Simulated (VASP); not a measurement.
# Al in VASP: single point with PBEsol+D3(BJ)

Aim: the single point of Al with PBEsol+D3(BJ).

All numbers are computed with VASP 6.6.1; they aren't measurements. Logs are shortened: lines on timing, memory, paths and dates and some standing lists are left out, and cuts for length are marked.

## 1. The cell of the first run

The cell holds a slab with vacuum, 16 atoms: a = 5.613 Å, b = 5.613 Å, c = 27.122 Å, α = 90.00°, β = 90.00°, γ = 120.00°.

## 2. Single point, PBEsol+D3(BJ)

INCAR

```
PREC     = Accurate       # precision mode
ENCUT    = 400            # plane-wave cutoff, eV
EDIFF    = 1E-6           # SCF threshold, eV
ISMEAR   = 1              # smearing method
SIGMA    = 0.1            # smearing width, eV
LREAL    = F              # projectors in reciprocal space
LASPH    = T              # aspherical terms in the spheres
NELM     = 120            # most SCF steps
ALGO     = Normal         # electronic algorithm
ISIF     = 2              # what is computed and relaxed
LWAVE    = F              # write WAVECAR
LCHARG   = T              # write CHGCAR
LDIPOL   = T            
IDIPOL   = 3            
DIPOL    = 0.5 0.5 0.383
GGA      = PS             # functional
IVDW     = 12             # dispersion correction
LELF     = T              # ELF
LVHAR    = T            
LVACPOTAV= T            
NBANDS   = 38             # bands
GGA_COMPAT= F            
NELMDL   = -8
```

KPOINTS

```
regular mesh
0
Gamma
  9 9 1
```

POSCAR

```
Al
1.0
    0.0000000283      5.6125996107      0.0000000000
   -4.8606538583     -2.8062997808      0.0000000000
    0.0000000000      0.0000000000     27.1220495398
Al
16
Direct
    0.0000014971     -0.0000124430      0.2550536968
   -0.0000139401      0.4999985029      0.2550536968
    0.5000000000      1.0000000000      0.2551146361
    0.5000124430      0.5000139401      0.2550536968
    0.3333113308      0.1666830346      0.3412978548
    0.3333169654      0.6666282962      0.3412978548
    0.8333717038      0.1666886692      0.3412978548
    0.8333333333      0.6666666667      0.3412991702
    0.6666534199      0.3332742950      0.4249620980
    0.6666208751      0.8333465801      0.4249620980
    0.1666666667      0.3333333333      0.4249316402
    0.1667257050      0.8333791249      0.4249620980
    0.0000083832      0.4999918248      0.5111947708
    0.0000081752      0.0000165584      0.5111947708
    0.4999834416      0.4999916168      0.5111947708
    0.5000000000      0.0000000000      0.5112183136
```

Potentials or basis: VASP PAW PBE potentials, release 64 (Al).

The run is started by

```console
> cat potpaw_PBE.64/Al/POTCAR > POTCAR
> mpirun -np 1 vasp_std > vasp.out
```

OUTCAR:

```text
PREC = Accurate
   ENCUT = 400
   EDIFF = 1E-6
   ISMEAR = 1
   LREAL = F
   LASPH = T
   NELM = 120
   ISIF = 2
   GGA = PS
   IVDW = 12
   NELMDL = -8
 IVDW          = 12

 ion  position               nearest neighbor table
   1  0.000  1.000  0.255-   2 2.81   4 2.81   3 2.81   3 2.81   2 2.81   4 2.81   5 2.85   7 2.85
                             8 2.85
   2  1.000  0.500  0.255-   1 2.81   4 2.81   3 2.81   3 2.81   1 2.81   4 2.81   7 2.85   6 2.85
                             8 2.85
   3  0.500  0.000  0.255-   4 2.81   1 2.81   2 2.81   4 2.81   1 2.81   2 2.81   5 2.84   6 2.84
                             7 2.84
   4  0.500  0.500  0.255-   2 2.81   1 2.81   3 2.81   3 2.81   2 2.81   1 2.81   6 2.85   5 2.85
                             8 2.85
   5  0.333  0.167  0.341-  11 2.79  12 2.79   9 2.79   6 2.81   7 2.81   8 2.81   8 2.81   6 2.81
                             7 2.81   3 2.84   1 2.85   4 2.85
   6  0.333  0.667  0.341-  11 2.79  10 2.79  12 2.79   5 2.81   7 2.81   8 2.81   8 2.81   5 2.81
                             7 2.81   3 2.84   4 2.85   2 2.85
   7  0.833  0.167  0.341-  11 2.79   9 2.79  10 2.79   5 2.81   6 2.81   8 2.81   8 2.81   5 2.81
                             6 2.81   3 2.84   2 2.85   1 2.85
   8  0.833  0.667  0.341-  10 2.79   9 2.79  12 2.79   6 2.81   5 2.81   7 2.81   7 2.81   5 2.81
                             6 2.81   1 2.85   4 2.85   2 2.85
   9  0.667  0.333  0.425-   7 2.79   5 2.79   8 2.79  10 2.81  12 2.81  11 2.81  11 2.81  10 2.81
                            12 2.81  13 2.85  15 2.85  16 2.85
  10  0.667  0.833  0.425-   6 2.79   7 2.79   8 2.79   9 2.81  12 2.81  11 2.81  11 2.81   9 2.81
                            12 2.81  15 2.85  14 2.85  16 2.85
  11  0.167  0.333  0.425-   5 2.79   6 2.79   7 2.79  12 2.81  10 2.81   9 2.81   9 2.81  10 2.81
                            12 2.81  14 2.85  15 2.85  13 2.85
  12  0.167  0.833  0.425-   5 2.79   6 2.79   8 2.79  10 2.81   9 2.81  11 2.81  11 2.81  10 2.81
                             9 2.81  14 2.85  13 2.85  16 2.85
  13  0.000  0.500  0.511-  14 2.81  15 2.81  16 2.81  16 2.81  14 2.81  15 2.81   9 2.85  12 2.85
                            11 2.85
  14  0.000  0.000  0.511-  13 2.81  15 2.81  16 2.81  16 2.81  13 2.81  15 2.81  12 2.85  10 2.85
                            11 2.85
  15  0.500  0.500  0.511-  13 2.81  14 2.81  16 2.81  16 2.81  13 2.81  14 2.81  10 2.85   9 2.85
                            11 2.85
  16  0.500  0.000  0.511-  15 2.81  14 2.81  13 2.81  15 2.81  14 2.81  13 2.81  10 2.85   9 2.85
                            12 2.85

  LATTYP: Found a hexagonal cell.
 ALAT       =     5.6125996107
 C/A-ratio  =     4.8323506790

  Lattice vectors:

 A1 = (   0.0000000283,   5.6125996107,   0.0000000000)
 A2 = (  -4.8606538583,  -2.8062997808,   0.0000000000)
 A3 = (   0.0000000000,   0.0000000000,  27.1220495398)

Analysis of symmetry for initial positions (statically):
=====================================================================
 Subroutine PRICEL returns:
 Original cell was already a primitive cell.

 Routine SETGRP: Setting up the symmetry group for a
 hexagonal supercell.

 Subroutine GETGRP returns: Found  3 space group operations
 (whereof  1 operations were pure point group operations)
 out of a pool of 24 trial point group operations.

The static configuration has the point symmetry C_1 .
 The point group associated with its full space group is C_3 .

Analysis of symmetry for dynamics (positions and initial velocities):
=====================================================================
 Subroutine PRICEL returns:
 Original cell was already a primitive cell.

 Routine SETGRP: Setting up the symmetry group for a
 hexagonal supercell.

 Subroutine GETGRP returns: Found  3 space group operations
 (whereof  1 operations were pure point group operations)
 out of a pool of 24 trial point group operations.

The dynamic configuration has the point symmetry C_1 .
 The point group associated with its full space group is C_3 .

 Subroutine INISYM returns: Found  3 space group operations
 (whereof  1 operations are pure point group operations),
 and found     1 'primitive' translations

----------------------------------------------------------------------------------------

                                     Primitive cell

  volume of cell :     739.9140

  direct lattice vectors                    reciprocal lattice vectors
     0.000000028  5.612599611  0.000000000    -0.102866818  0.178170558  0.000000000
    -4.860653858 -2.806299781  0.000000000    -0.205733638  0.000000001  0.000000000
     0.000000000  0.000000000 27.122049540     0.000000000  0.000000000  0.036870370

  length of vectors
[... 62 lines left out ...]

 Found     15 irreducible k-points:

 Following reciprocal coordinates:
            Coordinates               Weight
  0.000000  0.000000  0.000000      1.000000
  0.111111 -0.000000  0.000000      6.000000
  0.222222 -0.000000  0.000000      6.000000
  0.333333 -0.000000  0.000000      6.000000
  0.444444 -0.000000  0.000000      6.000000
  0.111111  0.111111  0.000000      6.000000
  0.222222  0.111111  0.000000      6.000000
 -0.222222  0.333333  0.000000      6.000000
  0.333333  0.111111  0.000000      6.000000
 -0.333333  0.444444  0.000000      6.000000
  0.444444  0.111111  0.000000      6.000000
  0.222222  0.222222  0.000000      6.000000
  0.333333  0.222222  0.000000      6.000000
 -0.333333 -0.444444  0.000000      6.000000
  0.333333  0.333333  0.000000      2.000000
   k-points           NKPTS =     15   k-points in BZ     NKDIM =     15   number of bands    NBANDS=     38
   number of dos      NEDOS =    301   number of ions     NIONS =     16
   total plane-waves  NPLWV = 288000
   dimension x,y,z NGX =    40 NGY =   40 NGZ =  180
   dimension x,y,z NGXF=    80 NGYF=   80 NGZF=  360
   ions per type =              16
   NGX,Y,Z   is equivalent  to a cutoff of  11.85, 11.85, 11.03 a.u.
   NGXF,Y,Z  is equivalent  to a cutoff of  23.70, 23.70, 22.07 a.u.
 SYSTEM =  unknown system
   PREC   = accura    normal or accurate (medium, high low for compatibility)
   ISTART =      0    job   : 0-new  1-cont  2-samecut
   ICHARG =      2    charge: 1-file 2-atom 10-const
   ISPIN  =      1    spin polarized calculation?
   LNONCOLLINEAR =      F non collinear calculations
   LSORBIT =      F    spin-orbit coupling
   LASPH  =      T    aspherical Exc in radial PAW
   ENCUT  =  400.0 eV  29.40 Ry    5.42 a.u.   9.15  9.15 44.23*2*pi/ulx,y,z
   NELM   =    120;   NELMIN=  2; NELMDL= -8     # of ELM steps
   EDIFF  = 0.1E-05   stopping-criterion for ELM
   LREAL  =      F    real-space projection
   EDIFFG = 0.1E-04   stopping-criterion for IOM
   NSW    =      0    number of steps for IOM
   IBRION =     -1    ionic relax: 0-MD 1-quasi-New 2-CG
   NFREE  =      0    steps in history (QN), initial steepest desc. (CG)
   ISIF   =      2    stress and relaxation
   ISYM   =      2    0-nonsym 1-usesym 2-fastsym
   POTIM  = 0.5000    time-step for ionic-motion
   TEBEG  =    0.0;   TEEND  =   0.0 temperature during run
   PSTRESS=    0.0 pullay stress
   NELECT =      48.0000    total number of electrons
   NUPDOWN=      -1.0000    fix difference up-down
   EMIN   =  10.00;   EMAX   =-10.00  energy-range for DOS
   EFERMI =   0.00;   METHOD = LEGACY
   ISMEAR =     1;   SIGMA  =   0.10  broadening in eV -4-tet -1-fermi 0-gaus
   EFERMI_NEDOS =   21; number of points for ismear=-14 and -15
   IALGO  =     38    algorithm
   IMIX   =      4    mixing-type and parameters
     AMIX     =   0.40;   BMIX     =  1.00
     AMIX_MAG =   1.60;   BMIX_MAG =  1.00
  volume/ion in A,a.u.               =      46.24       312.07
  Fermi-wavevector in a.u.,A,eV,Ry     =   0.657801  1.243064  5.887278  0.432703
  Thomas-Fermi vector in A             =   1.729423
   LORBIT       =      0    0 simple, 1 ext, 2 COOP (PROOUT), +10 PAW based schemes
   GGA     = PS    functional components
   LHFCALC =     F    Hartree Fock is set to
   AEXX    =    0.0000 exact exchange contribution
   IVDW    =    12    specifies the selected vdW correction
   LEPSILON=     F    determine dielectric tensor
   LRPA    =     F    only Hartree local field effects (RPA)
 non-spin polarized calculation
 Methfessel and Paxton  Order N= 1 SIGMA  =   0.10
  energy-cutoff  :      400.00
  volume of cell :      739.91
 maximum number of plane-waves:     13492
 NGX is ok and might be reduce to    40
   NGX = 19   NGY = 19   NGZ = 89

 dipolmoment           0.000000      0.000000      0.000031 electrons x Angstroem

 number of electron      48.0000000 magnetization

 dipolmoment           0.000000      0.000000     -0.000021 electrons x Angstroem

 Free energy of the ion-electron system (eV)
  ---------------------------------------------------
  ext. energy  EPLUGINS =         0.00000000
  ---------------------------------------------------
  free energy    TOTEN  =       -62.03658542 eV

  energy without entropy =      -62.03400866  energy(sigma->0) =      -62.03572650

 E-fermi :   0.2018     XC(G=0):  -4.2588

 val. band max:        0.1942034726   @ k =   0.0000   0.0000   0.0000
 cond. band min:       0.2141530237   @ k =   0.3333  -0.0000   0.0000
 fundamental gap:      0.0199495511
 Fermi energy:         0.2018303077

 k-point     1 :       0.0000    0.0000    0.0000
  band No.  band energies     occupation
      1     -10.8720      2.00000
      2      -9.7532      2.00000
      3      -8.1533      2.00000
      4      -5.8510      2.00000
      5      -4.8116      2.00000
      6      -4.8109      2.00000
[... 574 lines left out ...]
     35       3.2890      0.00000
     36       3.2892      0.00000
 [bands above 36 left out]

------------------------ aborting loop because EDIFF is reached ----------------------------------------

 Edisp (eV)   -3.79116

 E8    (eV) :    -2.6157

  FORCE on cell =-STRESS in cart. coord.  units (eV):
  Direction    XX          YY          ZZ          XY          YZ          ZX
  --------------------------------------------------------------------------------------
  -------------------------------------------------------------------------------------
  Total      -5.07065    -5.07065    -0.01293    -0.00000     0.00000     0.00000
  in kB     -10.97976   -10.97976    -0.02801    -0.00000     0.00000     0.00000
  external pressure =       -7.33 kB  Pullay stress =        0.00 kB

 VOLUME and BASIS-vectors are now :
 -----------------------------------------------------------------------------
  energy-cutoff  :      400.00
  volume of cell :      739.91
      direct lattice vectors                 reciprocal lattice vectors
     0.000000028  5.612599611  0.000000000    -0.102866818  0.178170558  0.000000000
    -4.860653858 -2.806299781  0.000000000    -0.205733638  0.000000001  0.000000000
     0.000000000  0.000000000 27.122049540     0.000000000  0.000000000  0.036870370

 POSITION                                       TOTAL-FORCE (eV/Angst)
 -----------------------------------------------------------------------------------
     -4.86059     -2.80626      6.91758        -0.000616     -0.000146      0.000750
     -2.43032      4.20938      6.91758         0.000182      0.000606      0.000750
      0.00000      2.80630      6.91923        -0.000000      0.000000     -0.002988
     -2.43039      1.40318      6.91758         0.000434     -0.000460      0.000750
     -0.81019      1.40298      9.25670         0.000364      0.000919     -0.004864
     -3.24025      0.00002      9.25670        -0.000978     -0.000144     -0.004864
[... 8 lines left out ...]
     -2.43029      1.40308     13.86465        -0.000088      0.000263     -0.001025
      0.00000      2.80630     13.86529         0.000000      0.000000     -0.000957
 -----------------------------------------------------------------------------------
    total drift:                               -0.000000     -0.000000      0.000015

  FREE ENERGIE OF THE ION-ELECTRON SYSTEM (eV)
  ---------------------------------------------------
  free  energy   TOTEN  =       -65.8277473465 eV

  energy  without entropy=      -65.8251705818  energy(sigma->0) =      -65.82688842

 vacuum level on the upper side and lower side of the slab         4.332         4.332
```

Wall time 10 min (1 thread of Intel Xeon Platinum 8488C (Sapphire Rapids), shared host); peak memory 0.66 GiB.

What came out:

```yaml
Free_energy: -65.8277 eV
Largest_force: 0.009 eV/Å
Band_gap_on_the_k_mesh: zero (bands 24 and 25 overlap by 1.25 eV)
Dispersion_energy_per_atom: -0.237 eV
```

Forces on the atoms (eV/Å):
```
Al  -0.001  0.000  0.001
Al   0.000  0.001  0.001
Al   0.000  0.000 -0.003
Al   0.000  0.000  0.001
Al   0.000  0.001 -0.005
Al  -0.001  0.000 -0.005
Al   0.001 -0.001 -0.005
Al   0.000  0.000 -0.005
Al  -0.002  0.000  0.005
Al   0.001  0.002  0.005
Al   0.000  0.000  0.009
Al   0.001 -0.002  0.005
Al   0.000  0.000 -0.001
Al   0.000  0.000 -0.001
Al   0.000  0.000 -0.001
Al   0.000  0.000 -0.001
```

Caveat: the PAW data sets were made with another functional, which shifts forces and pressure a little.
